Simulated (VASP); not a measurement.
Wanted: the native input for a VASP 6.6.1 run.

```
Task                   : single point
Functional             : PBEsol
Potentials or basis    : VASP PAW PBE potentials, release 64 (Pt)
Cutoff                 : 520 eV
k mesh                 : 22 × 22 × 22
Occupations            : gaussian, width 0.15 eV
Spin                   : collinear spin, ferromagnetic start
Starting moments       : [0.3] μB
Fixed moment           : 0.3 μB
Dipole correction      : no
Further INCAR settings : ALGO = Normal; EDIFF = 1e-06; NBANDS = 15
```

The structure of Pt lies in POSCAR:

```
Pt
1.0
    0.0000000000      1.8983364941      1.8983364941
    1.8983364941      0.0000000000      1.8983364941
    1.8983364941      1.8983364941      0.0000000000
Pt
1
Direct
    0.0000000000      0.0000000000      0.0000000000
```

These files were run (other wordings do the same):

INCAR

```
ALGO = Normal
EDIFF = 1E-6
ENCUT = 520
GGA = PS
ISIF = 2
ISMEAR = 0
ISPIN = 2
LASPH = T
LCHARG = F
LMAXMIX = 4
LORBIT = 11
LREAL = F
LWAVE = F
MAGMOM = 0.3
NBANDS = 15
NELM = 150
NUPDOWN = 0.3
PREC = Accurate
SIGMA = 0.15
```

KPOINTS

```
k-points
0
Gamma
  22 22 22
```

Potentials or basis: VASP PAW PBE potentials, release 64 (Pt).

The run is started by

```bash
$ cat potpaw_PBE.64/Pt/POTCAR > POTCAR
$ mpirun -np 1 vasp_std > vasp.out
```

It gave:

- Pressure: 35.3 GPa
- Net moment: 0.30 μB per cell
- Site moments: Pt +0.29 μB
- Valence electrons inside the program's atomic spheres: Pt 9.58

Caveat: the PAW data sets were made with another functional, which shifts forces and pressure a little; the total moment is fixed, so each spin has its own Fermi level.

It took 50 s on 1 thread of Intel(R) Xeon(R) 6975P-C (Granite Rapids) (shared host), peak memory 0.21 GiB.
